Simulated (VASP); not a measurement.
# WS2 (R3m) in VASP: notebook, part 2 of 2

VASP 6.6.1. Earlier steps stand in the parts before.

### Step 5. Single point, PBE

This run uses another cell than the first one: it holds 3 atoms, not 15.

Input file INCAR:

```
PREC     = Accurate       # precision mode
ENCUT    = 520            # plane-wave cutoff, eV
EDIFF    = 1E-6           # SCF threshold, eV
ISMEAR   = 0              # smearing method
SIGMA    = 0.01           # smearing width, eV
LREAL    = False          # projectors in reciprocal space
LASPH    = True           # aspherical terms in the spheres
NELM     = 100            # most SCF steps
ALGO     = Normal         # electronic algorithm
ISIF     = 2              # what is computed and relaxed
LWAVE    = False          # write WAVECAR
LCHARG   = False          # write CHGCAR
GGA      = PE             # functional
NBANDS   = 20             # bands
```

Input file KPOINTS:

```
regular mesh
0
Gamma
  12 12 12
```

Input file POSCAR:

```
WS2
1.0
    1.5938736630      0.9202233884      7.4744493696
   -1.5938736630      0.9202233884      7.4744493696
    0.0000000000     -1.8404467768      7.4744493696
W S
1 2
Direct
    0.0006774491      0.0006774491      0.0006774491
    0.4040742703      0.4040742703      0.4040742703
    0.2639482806      0.2639482806      0.2639482806
```

Potentials or basis: VASP PAW PBE potentials, release 64 (W_sv, S).

Launch:

```
$ cat potpaw_PBE.64/W_sv/POTCAR potpaw_PBE.64/S/POTCAR > POTCAR
$ mpirun -np 1 vasp_std > vasp.out
```

OUTCAR:

```text
PREC = Accurate
   ENCUT = 520
   EDIFF = 1E-6
   ISMEAR = 0
   LREAL = False
   LASPH = True
   NELM = 100
   ISIF = 2
   GGA = PE

 ion  position               nearest neighbor table
   1  0.001  0.001  0.001-   3 2.42   3 2.42   3 2.42   2 2.42   2 2.42   2 2.42
   2  0.404  0.404  0.404-   1 2.42   1 2.42   1 2.42
   3  0.264  0.264  0.264-   1 2.42   1 2.42   1 2.42

  LATTYP: Found a trigonal (rhomboedric) cell.
 ALAT       =     7.6977034054
 COS(alpha) =     0.9142536905

  Lattice vectors:

 A1 = (   1.5938736630,   0.9202233884,   7.4744493696)
 A2 = (  -1.5938736630,   0.9202233884,   7.4744493696)
 A3 = (   0.0000000000,  -1.8404467768,   7.4744493696)

Analysis of symmetry for initial positions (statically):
=====================================================================
 Subroutine PRICEL returns:
 Original cell was already a primitive cell.

 Routine SETGRP: Setting up the symmetry group for a
 trigonal (rhombohedral) supercell.

 Subroutine GETGRP returns: Found  6 space group operations
 (whereof  6 operations were pure point group operations)
 out of a pool of 12 trial point group operations.

The static configuration has the point symmetry C_3v.

Analysis of symmetry for dynamics (positions and initial velocities):
=====================================================================
 Subroutine PRICEL returns:
 Original cell was already a primitive cell.

 Routine SETGRP: Setting up the symmetry group for a
 trigonal (rhombohedral) supercell.

 Subroutine GETGRP returns: Found  6 space group operations
 (whereof  6 operations were pure point group operations)
 out of a pool of 12 trial point group operations.

The dynamic configuration has the point symmetry C_3v.

 Subroutine INISYM returns: Found  6 space group operations
 (whereof  6 operations are pure point group operations),
 and found     1 'primitive' translations

----------------------------------------------------------------------------------------

                                     Primitive cell

  volume of cell :      65.7775

  direct lattice vectors                    reciprocal lattice vectors
     1.593873663  0.920223388  7.474449370     0.313701149  0.181115443  0.044596373
    -1.593873663  0.920223388  7.474449370    -0.313701149  0.181115443  0.044596373
     0.000000000 -1.840446777  7.474449370     0.000000000 -0.362230886  0.044596373

  length of vectors
     7.697703405  7.697703405  7.697703405     0.364965822  0.364965822  0.364965822

  position of ions in fractional coordinates (direct lattice)
     0.000677449  0.000677449  0.000677449
     0.404074270  0.404074270  0.404074270
     0.263948281  0.263948281  0.263948281

  ion indices of the primitive-cell ions
   primitive index   ion index
                 1           1
                 2           2
                 3           3

----------------------------------------------------------------------------------------

 KPOINTS: regular mesh

Automatic generation of k-mesh.
 Grid dimensions read from file:
 generate k-points for:   12   12   12

 Generating k-lattice:

  Cartesian coordinates                     Fractional coordinates (reciprocal lattice)
     0.026141762  0.015092954  0.003716364     0.083333333 -0.000000000 -0.000000000
    -0.026141762  0.015092954  0.003716364    -0.000000000  0.083333333 -0.000000000
     0.000000000 -0.030185907  0.003716364    -0.000000000 -0.000000000  0.083333333

  Length of vectors
     0.030413819  0.030413819  0.030413819

  Shift w.r.t. Gamma in fractional coordinates (k-lattice)
     0.000000000  0.000000000  0.000000000

 Subroutine IBZKPT returns following result:
 ===========================================

 Found    189 irreducible k-points:

 Following reciprocal coordinates:
            Coordinates               Weight
  0.000000  0.000000  0.000000      1.000000
  0.083333  0.000000  0.000000      6.000000
  0.166667  0.000000  0.000000      6.000000
  0.250000  0.000000  0.000000      6.000000
  0.333333  0.000000  0.000000      6.000000
  0.416667  0.000000  0.000000      6.000000
[... 16 lines left out ...]
  0.500000  0.166667  0.000000     12.000000
 -0.416667  0.166667 -0.000000     12.000000
 [... further k-points ...]
   k-points           NKPTS =    189   k-points in BZ     NKDIM =    189   number of bands    NBANDS=     20
   number of dos      NEDOS =    301   number of ions     NIONS =      3
   total plane-waves  NPLWV = 216000
   dimension x,y,z NGX =    60 NGY =   60 NGZ =   60
   dimension x,y,z NGXF=   120 NGYF=  120 NGZF=  120
   ions per type =               1   2
   NGX,Y,Z   is equivalent  to a cutoff of  12.96, 12.96, 12.96 a.u.
   NGXF,Y,Z  is equivalent  to a cutoff of  25.92, 25.92, 25.92 a.u.
 SYSTEM =  unknown system
   PREC   = accura    normal or accurate (medium, high low for compatibility)
   ISTART =      0    job   : 0-new  1-cont  2-samecut
   ICHARG =      2    charge: 1-file 2-atom 10-const
   ISPIN  =      1    spin polarized calculation?
   LNONCOLLINEAR =      F non collinear calculations
   LSORBIT =      F    spin-orbit coupling
   LASPH  =      T    aspherical Exc in radial PAW
   ENCUT  =  520.0 eV  38.22 Ry    6.18 a.u.  14.31 14.31 14.31*2*pi/ulx,y,z
   NELM   =    100;   NELMIN=  2; NELMDL= -5     # of ELM steps
   EDIFF  = 0.1E-05   stopping-criterion for ELM
   LREAL  =      F    real-space projection
   EDIFFG = 0.1E-04   stopping-criterion for IOM
   NSW    =      0    number of steps for IOM
   IBRION =     -1    ionic relax: 0-MD 1-quasi-New 2-CG
   NFREE  =      0    steps in history (QN), initial steepest desc. (CG)
   ISIF   =      2    stress and relaxation
   ISYM   =      2    0-nonsym 1-usesym 2-fastsym
   POTIM  = 0.5000    time-step for ionic-motion
   TEBEG  =    0.0;   TEEND  =   0.0 temperature during run
   PSTRESS=    0.0 pullay stress
   NELECT =      26.0000    total number of electrons
   NUPDOWN=      -1.0000    fix difference up-down
   EMIN   =  10.00;   EMAX   =-10.00  energy-range for DOS
   EFERMI =   0.00;   METHOD = LEGACY
   ISMEAR =     0;   SIGMA  =   0.01  broadening in eV -4-tet -1-fermi 0-gaus
   EFERMI_NEDOS =   21; number of points for ismear=-14 and -15
   IALGO  =     38    algorithm
   IMIX   =      4    mixing-type and parameters
     AMIX     =   0.40;   BMIX     =  1.00
     AMIX_MAG =   1.60;   BMIX_MAG =  1.00
  volume/ion in A,a.u.               =      21.93       147.96
  Fermi-wavevector in a.u.,A,eV,Ry     =   1.201453  2.270417 19.639860  1.443489
  Thomas-Fermi vector in A             =   2.337261
   LORBIT       =      0    0 simple, 1 ext, 2 COOP (PROOUT), +10 PAW based schemes
   GGA     = PE    functional components
   LHFCALC =     F    Hartree Fock is set to
   AEXX    =    0.0000 exact exchange contribution
   IVDW    =     0    specifies the selected vdW correction
   LEPSILON=     F    determine dielectric tensor
   LRPA    =     F    only Hartree local field effects (RPA)
 non-spin polarized calculation
 Gauss-broadening in eV      SIGMA  =   0.01
  energy-cutoff  :      520.00
  volume of cell :       65.78
 maximum number of plane-waves:      1791
 NGX is ok and might be reduce to    60

 number of electron      26.0000000 magnetization

 Free energy of the ion-electron system (eV)
  ---------------------------------------------------
  ext. energy  EPLUGINS =         0.00000000
  ---------------------------------------------------
  free energy    TOTEN  =       -23.68177796 eV

  energy without entropy =      -23.68177796  energy(sigma->0) =      -23.68177796

 E-fermi :   4.8702     XC(G=0):  -9.4568

 val. band max:        4.6194076196   @ k =   0.5000   0.5000   0.5000
 cond. band min:       6.2684580633   @ k =  -0.3333   0.3333   0.0000
 fundamental gap:      1.6490504437
 Fermi energy:         4.8701641672

 k-point     1 :       0.0000    0.0000    0.0000
  band No.  band energies     occupation
      1     -69.5858      2.00000
      2     -33.8140      2.00000
      3     -33.6699      2.00000
      4     -33.6699      2.00000
      5     -10.2680      2.00000
      6      -8.6308      2.00000
[... 12 lines left out ...]
     19      11.1733      0.00000
[... 513 lines left out ...]
      4     -33.7509      2.00000
      5      -8.0253      2.00000
      6      -7.8265      2.00000
[... 12 lines left out ...]
     19      12.9545      0.00000
     20      13.4963      0.00000

 [... further k-points ...]

------------------------ aborting loop because EDIFF is reached ----------------------------------------

  FORCE on cell =-STRESS in cart. coord.  units (eV):
  Direction    XX          YY          ZZ          XY          YZ          ZX
  --------------------------------------------------------------------------------------
  -------------------------------------------------------------------------------------
  Total       -0.0121816     -0.0121816     -0.0176279      0.0000000      0.0000000      0.0000000
  in kB       -0.2967132     -0.2967132     -0.4293728      0.0000000      0.0000000      0.0000000
  external PRESSURE =      -0.3409331 kB  Pullay stress =       0.0000000 kB

 VOLUME and BASIS-vectors are now :
 -----------------------------------------------------------------------------
  energy-cutoff  :      520.00
  volume of cell :       65.78
      direct lattice vectors                 reciprocal lattice vectors
     1.593873663  0.920223388  7.474449370     0.313701149  0.181115443  0.044596373
    -1.593873663  0.920223388  7.474449370    -0.313701149  0.181115443  0.044596373
     0.000000000 -1.840446777  7.474449370     0.000000000 -0.362230886  0.044596373

 POSITION                                       TOTAL-FORCE (eV/Angst)
 -----------------------------------------------------------------------------------
      0.00000      0.00000      0.01519         0.000000     -0.000000      0.000084
      0.00000      0.00000      9.06070         0.000000      0.000000      0.003644
      0.00000      0.00000      5.91860         0.000000     -0.000000     -0.003728
 -----------------------------------------------------------------------------------
    total drift:                                0.000000      0.000000     -0.000023

  FREE ENERGIE OF THE ION-ELECTRON SYSTEM (eV)
  ---------------------------------------------------
  free  energy   TOTEN  =       -23.6817779607 eV

  energy  without entropy=      -23.6817779607  energy(sigma->0) =      -23.68177796
```

Run time: 16 min. Hardware: 1 thread of Intel Xeon Platinum 8259CL at 2.50GHz (Skylake/Cascade Lake), shared host; peak memory 0.63 GiB.

What came out:

- Free energy: -23.6818 eV
- Pressure: 0.0 GPa
- Largest force: 0.004 eV/Å
- Band gap on the k mesh: 1.65 eV, indirect (least direct gap 1.81 eV)

Forces in eV/Å, atoms in the order of the input:
```
W    0.000  0.000  0.000
S    0.000  0.000  0.004
S    0.000  0.000 -0.004
```

Caveat: spin-orbit coupling is left out, which moves the levels of the heavy elements.

### Step 6. Single point, PBE (equal strain along all axes, cell held: +4.5 %, then relaxed in part)

Input file INCAR:

```
SYSTEM = WS2
ALGO     = Normal         ! electronic algorithm
EDIFF    = 1E-7           ! SCF threshold, eV
ENCUT    = 520            ! plane-wave cutoff, eV
GGA      = PE             ! functional
ISIF     = 2              ! what is computed and relaxed
ISMEAR   = 0              ! smearing method
LASPH    = .TRUE.         ! aspherical terms in the spheres
LCHARG   = .TRUE.         ! write CHGCAR
LELF     = .TRUE.         ! ELF
LREAL    = .FALSE.        ! projectors in reciprocal space
LVHAR    = .TRUE.       
LWAVE    = .FALSE.        ! write WAVECAR
NBANDS   = 49             ! bands
NELM     = 60             ! most SCF steps
PREC     = Accurate       ! precision mode
SIGMA    = 0.02           ! smearing width, eV
```

Input file KPOINTS:

```
k-points
0
G
  12 12 2
  0 0 0
```

Input file POSCAR:

```
WS2
1.0
    3.3311960252      0.0000000000      0.0000000000
   -1.6655980126      2.8849003828      0.0000000000
    0.0000000000      0.0000000000     23.4323877347
W S
3 6
Direct
    0.6666666667      0.3333333333      0.3326555998
    0.3333333333      0.6666666667      0.6659889332
    0.0000000000      0.0000000000      0.9993222665
    0.3333333333      0.6666666667      0.2676131031
    0.6666666667      0.3333333333      0.0643646304
    0.0000000000      0.0000000000      0.6009464364
    0.3333333333      0.6666666667      0.3976979637
    0.6666666667      0.3333333333      0.9342797698
    0.0000000000      0.0000000000      0.7310312971
```

Potentials or basis: VASP PAW PBE potentials, release 64 (W_sv, S).

Launch:

```
$ cat potpaw_PBE.64/W_sv/POTCAR potpaw_PBE.64/S/POTCAR > POTCAR
$ mpirun -np 1 vasp_std > vasp.out
```

Run time: 17 min. Hardware: 1 thread of Intel Xeon Platinum 8375C at 2.90GHz (Ice Lake), shared host; peak memory 0.55 GiB.

It converged, with:

* Free energy: -70.5044 eV
* Pressure: -5.8 GPa
* Band gap on the k mesh: 0.72 eV

Stress tensor (GPa, compression positive):
```
-8.58  0.00  0.00
 0.00 -8.58  0.00
 0.00  0.00 -0.10
```

Levels at points of the mesh, in eV from the valence-band top:
```
           k point  band 37  band 38  band 39  band 40  band 41  band 42
(0.00, 0.00, 0.00)    -0.22    -0.05    -0.05     2.05     2.05     2.05
(0.50, 0.00, 0.00)    -1.29    -1.29    -1.28     1.75     1.75     1.75
(0.00, 0.00, 0.50)    -0.16    -0.16     0.00     2.05     2.05     2.05
(0.50, 0.00, 0.50)    -1.30    -1.28    -1.28     1.75     1.75     1.75
```

Caveat: the cell differs from its parent crystal (equal strain along all axes, cell held: +4.5 %, then relaxed in part); spin-orbit coupling is left out, which moves the levels of the heavy elements; this functional lacks dispersion, which binds the layers, so the pressure and a relaxed spacing across them are unreliable.

### Step 7. Overview

```csv
cell,k mesh,smearing,gap on the mesh (eV),pressure (GPa),largest force (eV/Å)
"a = 5.521, b = 7.698, c = 8.434 Å, angles 85.5, 70.9, 76.2°, 15 atoms",4 × 3 × 4,gaussian 0.01 eV,1.78,0.0,0.01
"a = 6.375, b = 6.375, c = 8.332 Å, angles 67.5, 67.5, 60.0°, 12 atoms",3 × 3 × 3,gaussian 0.01 eV,1.73,0.0,0.01
"a = 7.698 Å, angles 23.9°, 3 atoms",12 × 12 × 12,gaussian 0.02 eV,1.65,0.0,-
"a = 7.698 Å, angles 23.9°, 3 atoms",12 × 12 × 12,gaussian 0.01 eV,1.65,0.0,-
"a = 3.331, b = 3.331, c = 23.432 Å, angles 90.0, 90.0, 120.0°, 9 atoms",12 × 12 × 2,gaussian 0.02 eV,0.72,-5.8,-
```

Alike in all rows: task single point; level PBE; potentials or basis VASP PAW PBE potentials, release 64 (W_sv, S); no spin polarisation; cutoff (eV) 520.

Caveats: spin-orbit coupling is left out, which moves the levels of the heavy elements; this functional lacks dispersion, which binds the layers, so the pressure and a relaxed spacing across them are unreliable (some runs).

Absolute energies hang on the potentials; compare differences alone.
